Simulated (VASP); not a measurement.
# FeS2 (Pnnm) in VASP: further runs

The runs below take FeS2 through single point, with HF, PBE0.

All numbers are computed with VASP 6.6.1; they aren't measurements. Logs are shortened: lines on timing, memory, paths and dates and some standing lists are left out, and cuts for length are marked.

## Step 1: The cell of the first run

It takes space group Pnnm (No. 58, orthorhombic). The conventional cell has a = 4.431 Å, b = 5.401 Å, c = 3.379 Å, α = 90.00°, β = 90.00°, γ = 90.00°. Within 2.9 Å of Fe (site symmetry 2/m) lie 6 S at 2.23 to 2.25 Å. S (site symmetry m) has 12 S at 2.22 to 3.38 Å and 6 Fe at 2.23 to 3.60 Å within 3.6 Å.

## Step 2: Single point, HF

Input file POSCAR:

```
FeS2
1.0
    4.4308097358      0.0000000000      0.0000000000
    0.0000000000      5.4005600319      0.0000000000
    0.0000000000      0.0000000000      3.3792372752
Fe S
2 4
Direct
    0.5000000000      0.5000000000      0.5000000000
    0.0000000000      0.0000000000      0.0000000000
    0.2990462953      0.8778423373      0.5000000000
    0.7009537047      0.1221576627      0.5000000000
    0.2009537047      0.3778423373      0.0000000000
    0.7990462953      0.6221576627      0.0000000000
```

Input file INCAR.step1:

```
SYSTEM = FeS2
PREC = Accurate
ENCUT = 520
EDIFF = 1E-5
ISMEAR = 0
SIGMA = 0.01
LREAL = .False.
LASPH = .True.
NELM = 120
ALGO = Normal
ISIF = 2
LWAVE = .True.
LCHARG = .False.
NBANDS = 29
GGA = PE
GGA_COMPAT = .False.
KPAR = 4
```

Input file INCAR.step2:

```
SYSTEM = FeS2
PREC = Accurate
ENCUT = 520
EDIFF = 1E-6
ISMEAR = 0
SIGMA = 0.01
LREAL = .False.
LASPH = .True.
NELM = 120
ALGO = Normal
ISIF = 2
LWAVE = .False.
LCHARG = .False.
GGA = PE
LHFCALC = .True.
AEXX = 1.0
ALDAC = 0.0
AGGAC = 0.0
PRECFOCK = Normal
NBANDS = 29
ISTART = 1
GGA_COMPAT = .False.
KPAR = 4
```

Input file KPOINTS:

```
regular mesh
0
Gamma
  4 4 4
  0 0 0
```

Potentials or basis: VASP PAW PBE potentials, release 64 (Fe, S).

Run with:

```sh
$ cat potpaw_PBE.64/Fe/POTCAR potpaw_PBE.64/S/POTCAR > POTCAR
$ cp INCAR.step1 INCAR
$ mpirun -np 4 vasp_std > vasp.out
$ cp INCAR.step2 INCAR
$ mpirun -np 4 vasp_std > vasp.out
```

OUTCAR:

```text
SYSTEM = FeS2
   PREC = Accurate
   ENCUT = 520
   EDIFF = 1E-6
   ISMEAR = 0
   LREAL = .False.
   LASPH = .True.
   NELM = 120
   ISIF = 2
   GGA = PE
   LHFCALC = .True.
   AEXX = 1.0
   PRECFOCK = Normal
   ISTART = 1

 ion  position               nearest neighbor table
   1  0.500  0.500  0.500-   3 2.23   4 2.23   5 2.25   6 2.25   5 2.25   6 2.25
   2  0.000  0.000  0.000-   5 2.23   6 2.23   3 2.25   4 2.25   3 2.25   4 2.25
   3  0.299  0.878  0.500-   4 2.22   1 2.23   2 2.25   2 2.25
   4  0.701  0.122  0.500-   3 2.22   1 2.23   2 2.25   2 2.25
   5  0.201  0.378  0.000-   6 2.22   2 2.23   1 2.25   1 2.25
   6  0.799  0.622  0.000-   5 2.22   2 2.23   1 2.25   1 2.25

  LATTYP: Found a simple orthorhombic cell.
 ALAT       =     3.3792372752
 B/A-ratio  =     1.3111863344
 C/A-ratio  =     1.5981594638

  Lattice vectors:

 A1 = (   0.0000000000,   0.0000000000,   3.3792372752)
 A2 = (   4.4308097358,   0.0000000000,   0.0000000000)
 A3 = (   0.0000000000,   5.4005600319,   0.0000000000)

Analysis of symmetry for initial positions (statically):
=====================================================================
 Subroutine PRICEL returns:
 Original cell was already a primitive cell.

 Routine SETGRP: Setting up the symmetry group for a
 simple orthorhombic supercell.

 Subroutine GETGRP returns: Found  8 space group operations
 (whereof  4 operations were pure point group operations)
 out of a pool of  8 trial point group operations.

The static configuration has the point symmetry C_2h.
 The point group associated with its full space group is D_2h.

Analysis of symmetry for dynamics (positions and initial velocities):
=====================================================================
 Subroutine PRICEL returns:
 Original cell was already a primitive cell.

 Routine SETGRP: Setting up the symmetry group for a
 simple orthorhombic supercell.

 Subroutine GETGRP returns: Found  8 space group operations
 (whereof  4 operations were pure point group operations)
 out of a pool of  8 trial point group operations.

The dynamic configuration has the point symmetry C_2h.
 The point group associated with its full space group is D_2h.

 Subroutine INISYM returns: Found  8 space group operations
[... 112 lines left out ...]
   ISYM   =      3    0-nonsym 1-usesym 2-fastsym
   POTIM  = 0.5000    time-step for ionic-motion
   TEBEG  =    0.0;   TEEND  =   0.0 temperature during run
   PSTRESS=    0.0 pullay stress
   NELECT =      40.0000    total number of electrons
   NUPDOWN=      -1.0000    fix difference up-down
   EMIN   =  10.00;   EMAX   =-10.00  energy-range for DOS
   EFERMI =   0.00;   METHOD = LEGACY
   ISMEAR =     0;   SIGMA  =   0.01  broadening in eV -4-tet -1-fermi 0-gaus
   EFERMI_NEDOS =   21; number of points for ismear=-14 and -15
   IALGO  =     38    algorithm
   IMIX   =      1    mixing-type and parameters
     AMIX     =   0.40;   BMIX     =  1.00
     AMIX_MAG =   1.60;   BMIX_MAG =  1.00
  volume/ion in A,a.u.               =      13.48        90.95
  Fermi-wavevector in a.u.,A,eV,Ry     =   1.294736  2.446697 22.808016  1.676342
  Thomas-Fermi vector in A             =   2.426300
   LORBIT       =      0    0 simple, 1 ext, 2 COOP (PROOUT), +10 PAW based schemes
   GGA     = PE    functional components
   LHFCALC =     T    Hartree Fock is set to
   PRECFOCK=normal    Normal, Fast or Accurate (Low or Medium for compatibility)
   ENCUT4O =  -1.0   cutoff for four orbital integrals eV
   NKREDX  =     1    reduce k-point grid by
   NKREDY  =     1    reduce k-point grid by
   NKREDZ  =     1    reduce k-point grid by
   AEXX    =    1.0000 exact exchange contribution
   HFSCREEN=    0.0000 screening length (either q_TF or 0.3 A-1)
   HFSCREENC=   0.0000 screening length for correlation (either q_TF or 0.3 A-1)
   ENCUTFOCK=  -1.0 apply spherical cutoff to Coloumb kernel
   IVDW    =     0    specifies the selected vdW correction
   LEPSILON=     F    determine dielectric tensor
   LRPA    =     F    only Hartree local field effects (RPA)
 non-spin polarized calculation
 Gauss-broadening in eV      SIGMA  =   0.01
  energy-cutoff  :      520.00
  volume of cell :       80.86
 maximum number of plane-waves:      2204
 NGX is ok and might be reduce to    36
  NGX = 28; NGY = 32; NGZ = 20

 number of electron      39.9999995 magnetization

 Free energy of the ion-electron system (eV)
  ---------------------------------------------------
  ext. energy  EPLUGINS =         0.00000000
  ---------------------------------------------------
  free energy    TOTEN  =       -93.98973732 eV

  energy without entropy =      -93.98973732  energy(sigma->0) =      -93.98973732

 E-fermi :   4.1019     XC(G=0):   0.0000

 val. band max:        4.0581555756   @ k =   0.2500   0.0000   0.0000
 cond. band min:      13.9078034838   @ k =   0.0000   0.2500   0.0000
 fundamental gap:      9.8496479081
 Fermi energy:         4.1019417004

 k-point     1 :       0.0000    0.0000    0.0000
  band No.  band energies     occupation
      1     -17.6578      2.00000
      2     -14.4344      2.00000
      3     -11.6788      2.00000
      4     -10.7056      2.00000
      5      -5.1636      2.00000
      6      -3.4729      2.00000
[... 757 lines left out ...]
     28      21.4071      0.00000
     29      21.5617      0.00000

 [... further k-points ...]

------------------------ aborting loop because EDIFF is reached ----------------------------------------

  FORCE on cell =-STRESS in cart. coord.  units (eV):
  Direction    XX          YY          ZZ          XY          YZ          ZX
  --------------------------------------------------------------------------------------
  -------------------------------------------------------------------------------------
  Total       13.4928973     18.9923743     21.9786690      0.0000000      0.0000000      0.0000000
  in kB      267.3469355    376.3130304    435.4831793      0.0000000      0.0000000      0.0000000
  external PRESSURE =     359.7143817 kB  Pullay stress =       0.0000000 kB

 VOLUME and BASIS-vectors are now :
 -----------------------------------------------------------------------------
  energy-cutoff  :      520.00
  volume of cell :       80.86
      direct lattice vectors                 reciprocal lattice vectors
     4.430809736  0.000000000  0.000000000     0.225692381  0.000000000  0.000000000
     0.000000000  5.400560032  0.000000000     0.000000000  0.185165982  0.000000000
     0.000000000  0.000000000  3.379237275     0.000000000  0.000000000  0.295924766

 POSITION                                       TOTAL-FORCE (eV/Angst)
 -----------------------------------------------------------------------------------
      2.21540      2.70028      1.68962         0.000000      0.000000      0.000000
      0.00000      0.00000      0.00000         0.000000      0.000000      0.000000
      1.32502      4.74084      1.68962         3.564419      2.173977     -0.000000
      3.10579      0.65972      1.68962        -3.564419     -2.173977      0.000000
      0.89039      2.04056      0.00000        -3.564419      2.173977      0.000000
      3.54042      3.36000      0.00000         3.564419     -2.173977     -0.000000
 -----------------------------------------------------------------------------------
    total drift:                                0.000000     -0.000004     -0.000001

  FREE ENERGIE OF THE ION-ELECTRON SYSTEM (eV)
  ---------------------------------------------------
  free  energy   TOTEN  =       -93.9897373220 eV

  energy  without entropy=      -93.9897373220  energy(sigma->0) =      -93.98973732
```

OSZICAR.step1:

```text
N       E                     dE             d eps       ncg     rms          rms(c)
DAV:   1     0.340614202094E+03    0.34061E+03   -0.17675E+04  1566   0.143E+03
DAV:   2     0.138211964706E+01   -0.33923E+03   -0.32300E+03  1581   0.342E+02
DAV:   3    -0.371493857032E+02   -0.38532E+02   -0.36373E+02  1996   0.124E+02
DAV:   4    -0.392317945802E+02   -0.20824E+01   -0.20509E+01  2000   0.302E+01
DAV:   5    -0.393080014408E+02   -0.76207E-01   -0.76178E-01  2144   0.560E+00    0.273E+01
DAV:   6    -0.487518290926E+02   -0.94438E+01   -0.59595E+01  2207   0.115E+02    0.358E+01
DAV:   7    -0.357616653642E+02    0.12990E+02   -0.35576E+01  1912   0.118E+02    0.927E+00
DAV:   8    -0.362301990556E+02   -0.46853E+00   -0.61131E+00  1751   0.107E+01    0.505E+00
DAV:   9    -0.360966875350E+02    0.13351E+00   -0.34108E-01  2220   0.752E+00    0.147E+00
DAV:  10    -0.360936937582E+02    0.29938E-02   -0.61085E-02  2453   0.166E+00    0.426E-01
DAV:  11    -0.360940466948E+02   -0.35294E-03   -0.22608E-03  2126   0.419E-01    0.213E-01
DAV:  12    -0.360938413392E+02    0.20536E-03   -0.26204E-04  2484   0.158E-01    0.113E-01
DAV:  13    -0.360938029629E+02    0.38376E-04   -0.15849E-04  2402   0.902E-02    0.317E-02
DAV:  14    -0.360938074682E+02   -0.45053E-05   -0.66141E-06  1148   0.209E-02
   1 F= -.36093807E+02 E0= -.36093807E+02  d E =-.155912E-11
```

Run time: 1.9 h. Hardware: 4 MPI ranks of Intel Xeon Platinum 8259CL at 2.50GHz (Skylake/Cascade Lake), shared host; peak memory 0.27 GiB.

What came out:

```yaml
Free_energy: -93.9897 eV
Pressure: 36.0 GPa
Largest_force: 4.175 eV/Å
Band_gap_on_the_k_mesh: 9.85 eV (least direct gap 10.37 eV)
```

Forces on the atoms (eV/Å):
```
Fe   0.000  0.000  0.000
Fe   0.000  0.000  0.000
S    3.564  2.174  0.000
S   -3.564 -2.174  0.000
S   -3.564  2.174  0.000
S    3.564 -2.174  0.000
```

Stress tensor (GPa, compression positive):
```
26.73  0.00  0.00
 0.00 37.63  0.00
 0.00  0.00 43.55
```

Caveat: the k points lie up to 0.46 Å⁻¹ apart; the PAW data sets were made with another functional, which shifts forces and pressure a little.

## Step 3: Single point, PBE0

POSCAR is that of step 2.

Input file INCAR.step1:

```
SYSTEM = FeS2
PREC = Accurate
ENCUT = 520
EDIFF = 1E-5
ISMEAR = 0
SIGMA = 0.01
LREAL = .FALSE.
LASPH = .TRUE.
NELM = 120
ALGO = Normal
ISIF = 2
LWAVE = .TRUE.
NBANDS = 29
GGA = PE
GGA_COMPAT = .FALSE.
KPAR = 4
```

Input file INCAR.step2:

```
SYSTEM = FeS2
PREC = Accurate
ENCUT = 520
EDIFF = 1E-6
ISMEAR = 0
SIGMA = 0.01
LREAL = .FALSE.
LASPH = .TRUE.
NELM = 120
ALGO = Normal
ISIF = 2
LWAVE = .FALSE.
LCHARG = .TRUE.
GGA = PE
LHFCALC = .TRUE.
AEXX = 0.25
PRECFOCK = Normal
LVHAR = .TRUE.
NBANDS = 29
ISTART = 1
GGA_COMPAT = .FALSE.
KPAR = 4
```

Input file KPOINTS:

```
regular mesh
0
G
  4 4 4
  0 0 0
```

Potentials or basis: VASP PAW PBE potentials, release 64 (Fe, S).

Run with:

```sh
$ cat potpaw_PBE.64/Fe/POTCAR potpaw_PBE.64/S/POTCAR > POTCAR
$ cp INCAR.step1 INCAR
$ mpirun -np 4 vasp_std > vasp.out
$ cp INCAR.step2 INCAR
$ mpirun -np 4 vasp_std > vasp.out
```

It took 56 min on 4 MPI ranks of AMD EPYC 7R13 (Zen 3), shared host; peak memory 0.25 GiB.

It converged, with:

| Item | Value |
| --- | --- |
| Free energy | -50.6560 eV |
| Pressure | -0.4 GPa |
| Largest force | 1.015 eV/Å |
| Band gap on the k mesh | 3.15 eV (least direct gap 3.71 eV) |

Forces on the atoms (eV/Å):
```
Fe   0.000  0.000  0.000
Fe   0.000  0.000  0.000
S    0.834  0.578  0.000
S   -0.834 -0.578  0.000
S   -0.834  0.578  0.000
S    0.834 -0.578  0.000
```

Stress tensor (GPa, compression positive):
```
-3.29  0.00  0.00
 0.00 -0.42  0.00
 0.00  0.00  2.60
```

Levels at points of the mesh, in eV from the valence-band top:
```
           k point  band 17  band 18  band 19  band 20  band 21  band 22  band 23  band 24
(0.00, 0.00, 0.00)    -1.25    -1.15    -1.15    -0.43     3.29     3.99     5.09     5.75
(0.50, 0.00, 0.00)    -1.08    -1.08     0.00     0.00     3.97     3.97     4.52     4.52
(0.00, 0.50, 0.00)    -1.18    -1.18    -0.67    -0.67     3.25     3.25     4.96     4.96
(0.50, 0.50, 0.00)    -1.14    -1.14    -0.98    -0.98     3.84     3.84     4.61     4.61
(0.00, 0.00, 0.50)    -1.29    -1.29    -1.11    -1.11     3.89     3.89     4.39     4.39
(0.50, 0.00, 0.50)    -1.10    -1.10    -0.88    -0.88     4.11     4.11     4.25     4.25
(0.00, 0.50, 0.50)    -1.80    -1.80    -1.11    -1.11     3.65     3.65     4.85     4.85
(0.50, 0.50, 0.50)    -1.10    -1.10    -0.93    -0.93     3.75     3.75     4.88     4.88
```

Caveat: the k points lie up to 0.46 Å⁻¹ apart; the PAW data sets were made with another functional, which shifts forces and pressure a little.
